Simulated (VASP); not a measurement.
# Zr in VASP: settings compared, part 2 of 2

VASP 6.6.1. Earlier steps stand in the parts before.

### Step 4. Single point, PBE+D3(BJ)

INCAR reads:

```
SYSTEM = Zr
PREC     = Accurate       ! precision mode
ENCUT    = 520            ! plane-wave cutoff, eV
EDIFF    = 1E-6           ! SCF threshold, eV
ISMEAR   = -1             ! smearing method
SIGMA    = 0.05           ! smearing width, eV
LREAL    = .False.        ! projectors in reciprocal space
LASPH    = .True.         ! aspherical terms in the spheres
NELM     = 60             ! most SCF steps
ALGO     = Normal         ! electronic algorithm
ISIF     = 2              ! what is computed and relaxed
LWAVE    = .False.        ! write WAVECAR
LCHARG   = .True.         ! write CHGCAR
LDIPOL   = .True.       
IDIPOL   = 3            
DIPOL    = 0.5 0.5 0.498
GGA      = PE             ! functional
IVDW     = 12             ! dispersion correction
LELF     = .True.         ! ELF
LVHAR    = .True.       
LVACPOTAV= .True.       
NBANDS   = 38             ! bands
```

KPOINTS reads:

```
regular mesh
0
Gamma
  10 10 1
  0 0 0
```

POSCAR reads:

```
Zr
1.0
    3.1890515832      0.0000000000      0.0000000000
   -1.5945257916      2.7617996850      0.0000000000
    0.0000000000      0.0000000000     25.4153988562
Zr
5
Direct
    0.6666666667      0.3333333333      0.2950966870
    0.3333333333      0.6666666667      0.3975483435
    0.0000000000      0.0000000000      0.4986258630
    0.6666666667      0.3333333333      0.6003676305
    0.3333333333      0.6666666667      0.6970557452
```

Potentials or basis: VASP PAW PBE potentials, release 64 (Zr_sv).

On the command line:

```
> cat potpaw_PBE.64/Zr_sv/POTCAR > POTCAR
> mpirun -np 1 vasp_std > vasp.out
```

OUTCAR:

```text
SYSTEM = Zr
   PREC = Accurate
   ENCUT = 520
   EDIFF = 1E-6
   ISMEAR = -1
   LREAL = .False.
   LASPH = .True.
   NELM = 60
   ISIF = 2
   GGA = PE
   IVDW = 12
 IVDW          = 12

 ion  position               nearest neighbor table
   1  0.667  0.333  0.295-   2 3.19   2 3.19   2 3.19
   2  0.333  0.667  0.398-   3 3.16   3 3.16   3 3.16   1 3.19   1 3.19   1 3.19
   3  0.000  0.000  0.499-   2 3.16   2 3.16   2 3.16   4 3.17   4 3.17   4 3.17
   4  0.667  0.333  0.600-   5 3.07   5 3.07   5 3.07   3 3.17   3 3.17   3 3.17
   5  0.333  0.667  0.697-   4 3.07   4 3.07   4 3.07

  LATTYP: Found a hexagonal cell.
 ALAT       =     3.1890515832
 C/A-ratio  =     7.9695791031

  Lattice vectors:

 A1 = (   3.1890515832,   0.0000000000,   0.0000000000)
 A2 = (  -1.5945257916,   2.7617996850,   0.0000000000)
 A3 = (   0.0000000000,   0.0000000000,  25.4153988562)

Analysis of symmetry for initial positions (statically):
=====================================================================
 Subroutine PRICEL returns:
 Original cell was already a primitive cell.

 Routine SETGRP: Setting up the symmetry group for a
 hexagonal supercell.

 Subroutine GETGRP returns: Found  6 space group operations
 (whereof  6 operations were pure point group operations)
 out of a pool of 24 trial point group operations.

The static configuration has the point symmetry C_3v.

Analysis of symmetry for dynamics (positions and initial velocities):
=====================================================================
 Subroutine PRICEL returns:
 Original cell was already a primitive cell.

 Routine SETGRP: Setting up the symmetry group for a
 hexagonal supercell.

 Subroutine GETGRP returns: Found  6 space group operations
 (whereof  6 operations were pure point group operations)
 out of a pool of 24 trial point group operations.

The dynamic configuration has the point symmetry C_3v.

 Subroutine INISYM returns: Found  6 space group operations
 (whereof  6 operations are pure point group operations),
 and found     1 'primitive' translations

----------------------------------------------------------------------------------------

                                     Primitive cell

  volume of cell :     223.8467

  direct lattice vectors                    reciprocal lattice vectors
     3.189051583  0.000000000  0.000000000     0.313572852  0.181041370  0.000000000
    -1.594525792  2.761799685  0.000000000     0.000000000  0.362082741  0.000000000
     0.000000000  0.000000000 25.415398856     0.000000000  0.000000000  0.039346225

  length of vectors
     3.189051583  3.189051583 25.415398856     0.362082741  0.362082741  0.039346225

  position of ions in fractional coordinates (direct lattice)
     0.666666667  0.333333333  0.295096687
     0.333333333  0.666666667  0.397548343
     0.000000000  0.000000000  0.498625863
     0.666666667  0.333333333  0.600367631
     0.333333333  0.666666667  0.697055745

  ion indices of the primitive-cell ions
   primitive index   ion index
                 1           1
                 2           2
                 3           3
                 4           4
[... 35 lines left out ...]
  0.500000 -0.000000  0.000000      3.000000
  0.100000  0.100000  0.000000      6.000000
  0.200000  0.100000  0.000000     12.000000
  0.300000  0.100000  0.000000     12.000000
  0.400000  0.100000  0.000000     12.000000
  0.200000  0.200000  0.000000      6.000000
  0.300000  0.200000  0.000000     12.000000
  0.400000  0.200000  0.000000      6.000000
  0.300000  0.300000  0.000000      6.000000
   k-points           NKPTS =     14   k-points in BZ     NKDIM =     14   number of bands    NBANDS=     38
   number of dos      NEDOS =    301   number of ions     NIONS =      5
   total plane-waves  NPLWV = 110592
   dimension x,y,z NGX =    24 NGY =   24 NGZ =  192
   dimension x,y,z NGXF=    48 NGYF=   48 NGZF=  384
   ions per type =               5
   NGX,Y,Z   is equivalent  to a cutoff of  12.51, 12.51, 12.56 a.u.
   NGXF,Y,Z  is equivalent  to a cutoff of  25.02, 25.02, 25.12 a.u.
 SYSTEM =  Zr
   PREC   = accura    normal or accurate (medium, high low for compatibility)
   ISTART =      0    job   : 0-new  1-cont  2-samecut
   ICHARG =      2    charge: 1-file 2-atom 10-const
   ISPIN  =      1    spin polarized calculation?
   LNONCOLLINEAR =      F non collinear calculations
   LSORBIT =      F    spin-orbit coupling
   LASPH  =      T    aspherical Exc in radial PAW
   ENCUT  =  520.0 eV  38.22 Ry    6.18 a.u.   5.93  5.93 47.26*2*pi/ulx,y,z
   NELM   =     60;   NELMIN=  2; NELMDL= -5     # of ELM steps
   EDIFF  = 0.1E-05   stopping-criterion for ELM
   LREAL  =      F    real-space projection
   EDIFFG = 0.1E-04   stopping-criterion for IOM
   NSW    =      0    number of steps for IOM
   IBRION =     -1    ionic relax: 0-MD 1-quasi-New 2-CG
   NFREE  =      0    steps in history (QN), initial steepest desc. (CG)
   ISIF   =      2    stress and relaxation
   ISYM   =      2    0-nonsym 1-usesym 2-fastsym
   POTIM  = 0.5000    time-step for ionic-motion
   TEBEG  =    0.0;   TEEND  =   0.0 temperature during run
   PSTRESS=    0.0 pullay stress
   NELECT =      60.0000    total number of electrons
   NUPDOWN=      -1.0000    fix difference up-down
   EMIN   =  10.00;   EMAX   =-10.00  energy-range for DOS
   EFERMI =   0.00;   METHOD = LEGACY
   ISMEAR =    -1;   SIGMA  =   0.05  broadening in eV -4-tet -1-fermi 0-gaus
   EFERMI_NEDOS =   21; number of points for ismear=-14 and -15
   IALGO  =     38    algorithm
   IMIX   =      4    mixing-type and parameters
     AMIX     =   0.40;   BMIX     =  1.00
     AMIX_MAG =   1.60;   BMIX_MAG =  1.00
  volume/ion in A,a.u.               =      44.77       302.12
  Fermi-wavevector in a.u.,A,eV,Ry     =   1.055541  1.994683 15.159154  1.114166
  Thomas-Fermi vector in A             =   2.190743
   LORBIT       =      0    0 simple, 1 ext, 2 COOP (PROOUT), +10 PAW based schemes
   GGA     = PE    functional components
   LHFCALC =     F    Hartree Fock is set to
   AEXX    =    0.0000 exact exchange contribution
   IVDW    =    12    specifies the selected vdW correction
   LEPSILON=     F    determine dielectric tensor
   LRPA    =     F    only Hartree local field effects (RPA)
 non-spin polarized calculation
  energy-cutoff  :      520.00
  volume of cell :      223.85
 maximum number of plane-waves:      6070
 NGX is ok and might be reduce to    24

 dipolmoment           0.000000      0.000000      0.003328 electrons x Angstroem

 number of electron      60.0000000 magnetization

 dipolmoment           0.000000      0.000000     -0.002728 electrons x Angstroem

 Free energy of the ion-electron system (eV)
  ---------------------------------------------------
  ext. energy  EPLUGINS =         0.00000000
  ---------------------------------------------------
  free energy    TOTEN  =       -40.74691028 eV

  energy without entropy =      -40.68172354  energy(sigma->0) =      -40.71431691

 E-fermi :   2.6986     XC(G=0):  -6.4804

 val. band max:        2.6815128285   @ k =   0.3000   0.2000   0.0000
 cond. band min:       2.7177160073   @ k =   0.2000   0.1000   0.0000
 fundamental gap:      0.0362031788
 Fermi energy:         2.6985768050

 k-point     1 :       0.0000    0.0000    0.0000
  band No.  band energies     occupation
      1     -46.2648      2.00000
      2     -46.2303      2.00000
      3     -45.9384      2.00000
      4     -45.8754      2.00000
      5     -45.8075      2.00000
      6     -24.5662      2.00000
[... 563 lines left out ...]
     37       5.0429      0.00000
     38       5.2010      0.00000

------------------------ aborting loop because EDIFF is reached ----------------------------------------

 Edisp (eV)   -2.17419

 E8    (eV) :    -1.1436

  FORCE on cell =-STRESS in cart. coord.  units (eV):
  Direction    XX          YY          ZZ          XY          YZ          ZX
  --------------------------------------------------------------------------------------
  -------------------------------------------------------------------------------------
  Total      -2.71891    -2.71891    -1.39887    -0.00000     0.00000     0.00000
  in kB     -19.46054   -19.46054   -10.01240    -0.00000     0.00000     0.00000
  external pressure =      -16.31 kB  Pullay stress =        0.00 kB

 VOLUME and BASIS-vectors are now :
 -----------------------------------------------------------------------------
  energy-cutoff  :      520.00
  volume of cell :      223.85
      direct lattice vectors                 reciprocal lattice vectors
     3.189051583  0.000000000  0.000000000     0.313572852  0.181041370  0.000000000
    -1.594525792  2.761799685  0.000000000     0.000000000  0.362082741  0.000000000
     0.000000000  0.000000000 25.415398856     0.000000000  0.000000000  0.039346225

 POSITION                                       TOTAL-FORCE (eV/Angst)
 -----------------------------------------------------------------------------------
      1.59453      0.92060      7.50000        -0.000000     -0.000000      0.476928
     -0.00000      1.84120     10.10385         0.000000     -0.000000     -0.464516
      0.00000      0.00000     12.67278         0.000000     -0.000000      0.000147
      1.59453      0.92060     15.25858         0.000000     -0.000000     -0.006205
     -0.00000      1.84120     17.71595        -0.000000      0.000000     -0.006354
 -----------------------------------------------------------------------------------
    total drift:                               -0.000000     -0.000000      0.000614

  FREE ENERGIE OF THE ION-ELECTRON SYSTEM (eV)
  ---------------------------------------------------
  free  energy   TOTEN  =       -42.9211018529 eV

  energy  without entropy=      -42.8559151150  energy(sigma->0) =      -42.88850848

 vacuum level on the upper side and lower side of the slab         6.933         6.988
```

Run time: 6.3 min. Hardware: 1 thread of Intel Xeon Platinum 8259CL at 2.50GHz (Skylake/Cascade Lake), shared host; peak memory 0.35 GiB.

Results:

```
Free energy                : -42.9211 eV
Largest force              : 0.477 eV/Å
Band gap on the k mesh     : zero (band 30 reaches 3.46 eV, above the bottom of band 31 at 2.33 eV)
Dispersion energy per atom : -0.435 eV
```

Forces on the atoms (eV/Å):
```
Zr   0.000  0.000  0.477
Zr   0.000  0.000 -0.465
Zr   0.000  0.000  0.000
Zr   0.000  0.000 -0.006
Zr   0.000  0.000 -0.006
```

Caveat: three body term missing.

### Step 5. Single point, PBE+D3(BJ)

INCAR reads:

```
SYSTEM = Zr
PREC = Accurate ; ENCUT = 520
EDIFF = 1E-7 ; ISMEAR = -1
SIGMA = 0.05 ; LREAL = .FALSE.
LASPH = .TRUE. ; NELM = 60
ALGO = Normal ; ISIF = 2
LWAVE = .FALSE. ; LCHARG = .FALSE.
LDIPOL = .TRUE. ; IDIPOL = 3
DIPOL = 0.5 0.5 0.500 ; GGA = PE
IVDW = 12 ; NBANDS = 38
```

KPOINTS reads:

```
regular mesh
0
G
  10 10 1
  0 0 0
```

POSCAR reads:

```
Zr
1.0
    3.1890515832      0.0000000000      0.0000000000
   -1.5945257916      2.7617996850      0.0000000000
    0.0000000000      0.0000000000     25.4153988562
Zr
5
Direct
    0.6666666667      0.3333333333      0.2950966870
    0.3333333333      0.6666666667      0.3975483435
    0.0000000000      0.0000000000      0.5000000000
    0.6666666667      0.3333333333      0.6024516565
    0.3333333333      0.6666666667      0.7049033130
```

Potentials or basis: VASP PAW PBE potentials, release 64 (Zr_sv).

On the command line:

```
> cat potpaw_PBE.64/Zr_sv/POTCAR > POTCAR
> mpirun -np 1 vasp_std > vasp.out
```

OUTCAR:

```text
SYSTEM = Zr
   PREC = Accurate
   ENCUT = 520
   EDIFF = 1E-7
   ISMEAR = -1
   LREAL = .FALSE.
   LASPH = .TRUE.
   NELM = 60
   ISIF = 2
   GGA = PE
   IVDW = 12
 IVDW          = 12

 ion  position               nearest neighbor table
   1  0.667  0.333  0.295-   2 3.19   2 3.19   2 3.19
   2  0.333  0.667  0.398-   1 3.19   3 3.19   1 3.19   3 3.19   3 3.19   1 3.19
   3  0.000  0.000  0.500-   2 3.19   4 3.19   2 3.19   4 3.19   4 3.19   2 3.19
   4  0.667  0.333  0.602-   5 3.19   3 3.19   5 3.19   3 3.19   3 3.19   5 3.19
   5  0.333  0.667  0.705-   4 3.19   4 3.19   4 3.19

  LATTYP: Found a hexagonal cell.
 ALAT       =     3.1890515832
 C/A-ratio  =     7.9695791031

  Lattice vectors:

 A1 = (   3.1890515832,   0.0000000000,   0.0000000000)
 A2 = (  -1.5945257916,   2.7617996850,   0.0000000000)
 A3 = (   0.0000000000,   0.0000000000,  25.4153988562)

Analysis of symmetry for initial positions (statically):
=====================================================================
 Subroutine PRICEL returns:
 Original cell was already a primitive cell.

[... 173 lines left out ...]
 Fermi energy:         2.7104634531

 k-point     1 :       0.0000    0.0000    0.0000
  band No.  band energies     occupation
      1     -46.2573      2.00000
      2     -46.2572      2.00000
      3     -45.9518      2.00000
      4     -45.9159      2.00000
      5     -45.8391      2.00000
      6     -24.5214      2.00000
[... 563 lines left out ...]
     37       4.9802      0.00000
     38       5.0820      0.00000

------------------------ aborting loop because EDIFF is reached ----------------------------------------

 vacuum level on the upper side and lower side of the slab       (xc-potential included)        -0.172        -0.172

 Edisp (eV)   -2.14544

 E8    (eV) :    -1.1277

  FORCE on cell =-STRESS in cart. coord.  units (eV):
  Direction    XX          YY          ZZ          XY          YZ          ZX
  --------------------------------------------------------------------------------------
  -------------------------------------------------------------------------------------
  Total      -3.53142    -3.53142    -3.30451     0.00000     0.00000     0.00000
  in kB     -25.27607   -25.27607   -23.65196     0.00000     0.00000     0.00000
  external pressure =      -24.73 kB  Pullay stress =        0.00 kB

 VOLUME and BASIS-vectors are now :
 -----------------------------------------------------------------------------
  energy-cutoff  :      520.00
  volume of cell :      223.85
      direct lattice vectors                 reciprocal lattice vectors
     3.189051583  0.000000000  0.000000000     0.313572852  0.181041370  0.000000000
    -1.594525792  2.761799685  0.000000000     0.000000000  0.362082741  0.000000000
     0.000000000  0.000000000 25.415398856     0.000000000  0.000000000  0.039346225

 POSITION                                       TOTAL-FORCE (eV/Angst)
 -----------------------------------------------------------------------------------
      1.59453      0.92060      7.50000        -0.000000      0.000000      0.492565
     -0.00000      1.84120     10.10385         0.000000      0.000000     -0.364060
      0.00000      0.00000     12.70770        -0.000000      0.000000      0.000000
      1.59453      0.92060     15.31155        -0.000000     -0.000000      0.364060
     -0.00000      1.84120     17.91540         0.000000      0.000000     -0.492565
 -----------------------------------------------------------------------------------
    total drift:                                0.000000      0.000000     -0.000000

  FREE ENERGIE OF THE ION-ELECTRON SYSTEM (eV)
  ---------------------------------------------------
  free  energy   TOTEN  =       -42.8780275706 eV

  energy  without entropy=      -42.8093005868  energy(sigma->0) =      -42.84366408

 vacuum level on the upper side and lower side of the slab         6.826         6.826
```

OSZICAR:

```text
N       E                     dE             d eps       ncg     rms          rms(c)
DAV:   1     0.647187605965E+03    0.64719E+03   -0.31418E+04  1216   0.145E+03
DAV:   2     0.134967334086E+02   -0.63369E+03   -0.62091E+03  1282   0.437E+02
DAV:   3    -0.375666601376E+02   -0.51063E+02   -0.49977E+02  1824   0.879E+01
[... 24 lines left out ...]
DAV:  28    -0.407325743003E+02   -0.76729E-05   -0.24202E-06  1456   0.988E-03    0.769E-03
DAV:  29    -0.407325845756E+02   -0.10275E-04   -0.63795E-07  1070   0.419E-03    0.970E-03
DAV:  30    -0.407325863682E+02   -0.17926E-05   -0.45724E-07   988   0.449E-03    0.527E-03
DAV:  31    -0.407325867394E+02   -0.37124E-06   -0.64329E-07  1264   0.466E-03    0.154E-03
DAV:  32    -0.407325871212E+02   -0.38181E-06   -0.87977E-08   736   0.159E-03    0.104E-03
DAV:  33    -0.407325870991E+02    0.22066E-07   -0.64540E-08   714   0.148E-03
   1 F= -.42878028E+02 E0= -.42843664E+02  d E =-.687270E-01
```

stdout:

```text
POSCAR found type information on POSCAR Zr
 POSCAR found :  1 types and       5 ions
 scaLAPACK will be used
 LDA part: xc-table for (Slater+PW92), standard interpolation
 POSCAR, INCAR and KPOINTS ok, starting setup
 FFT: planning ... GRIDC
 FFT: planning ... GRID_SOFT
 FFT: planning ... GRID
 WAVECAR not read
 entering main loop
```

Run time: 4.4 min. Hardware: 1 thread of Intel Xeon Platinum 8259CL at 2.50GHz (Skylake/Cascade Lake), shared host; peak memory 0.35 GiB.

Results:

| Quantity | Value |
| --- | --- |
| Free energy | -42.8780 eV |
| Largest force | 0.493 eV/Å |
| Band gap on the k mesh | zero (band 30 reaches 3.48 eV, above the bottom of band 31 at 2.33 eV) |
| Dispersion energy per atom | -0.429 eV |

Forces on the atoms (eV/Å):
```
Zr   0.000  0.000  0.493
Zr   0.000  0.000 -0.364
Zr   0.000  0.000  0.000
Zr   0.000  0.000  0.364
Zr   0.000  0.000 -0.493
```

Caveat: three body term missing.

### Step 6. Single point, PBE+D4

INCAR reads:

```
SYSTEM = Zr
PREC = Accurate
ENCUT = 520
EDIFF = 1E-6
ISMEAR = -1
SIGMA = 0.05
LREAL = .FALSE.
LASPH = .TRUE.
NELM = 100
ALGO = Normal
ISIF = 2
LWAVE = .FALSE.
LCHARG = .FALSE.
LDIPOL = .TRUE.
IDIPOL = 3
DIPOL = 0.5 0.5 0.499
GGA = PE
IVDW = 13
NBANDS = 38
```

KPOINTS reads:

```
Automatic mesh
0
G
  10 10 1
  0 0 0
```

POSCAR reads:

```
Zr
1.0
    3.1890515832      0.0000000000      0.0000000000
   -1.5945257916      2.7617996850      0.0000000000
    0.0000000000      0.0000000000     25.4153988562
Zr
5
Direct
    0.6666666667      0.3333333333      0.2950966870
    0.3333333333      0.6666666667      0.3975483435
    0.0000000000      0.0000000000      0.4998436582
    0.6666666667      0.3333333333      0.6028122637
    0.3333333333      0.6666666667      0.7000575855
```

Potentials or basis: VASP PAW PBE potentials, release 64 (Zr_sv).

On the command line:

```
> cat potpaw_PBE.64/Zr_sv/POTCAR > POTCAR
> mpirun -np 1 vasp_std > vasp.out
```

Run time: 3.9 min. Hardware: 1 thread of Intel Xeon Platinum 8259CL at 2.50GHz (Skylake/Cascade Lake), shared host; peak memory 0.35 GiB.

Results (log left out):

- Free energy: -41.6110 eV
- Largest force: 0.417 eV/Å
- Band gap on the k mesh: zero (band 30 reaches 3.50 eV, above the bottom of band 31 at 2.34 eV)
- Dispersion energy per atom: -0.171 eV

Forces in eV/Å, atoms in the order of the input:
```
Zr   0.000  0.000  0.412
Zr   0.000  0.000 -0.417
Zr   0.000  0.000  0.000
Zr   0.000  0.000  0.006
Zr   0.000  0.000 -0.001
```

Levels at points of the mesh, in eV from the Fermi level:
```tsv
k point	band 26	band 27	band 28	band 29	band 30	band 31	band 32	band 33	band 34	band 35
(0.00, 0.00, 0.00)	-0.17	-0.09	0.35	0.53	0.79	0.79	0.82	0.93	0.93	1.01
(0.50, 0.00, 0.00)	-2.05	-1.70	-1.05	-0.27	0.47	0.63	0.80	0.92	1.27	1.45
```

### Step 7. Overview

```tsv
level	gap on the mesh (eV)	largest force (eV/Å)
PBE	none	0.38
PBE+D3(BJ)	none	0.49
PBE+D4	none	0.42
```

Some of these runs hold the atoms at other places in the same cell, which the table doesn't show; runs alike in all that it shows share one row.

Alike in all rows: task single point; potentials or basis VASP PAW PBE potentials, release 64 (Zr_sv); no spin polarisation; cell as given; k mesh 10 × 10 × 1; cutoff (eV) 520; smearing fermi-dirac 0.05 eV.

Every run on the cell as given and a fine mesh finds a metal.

Caveats: three body term missing (some runs).

Absolute energies hang on the potentials; compare differences alone.
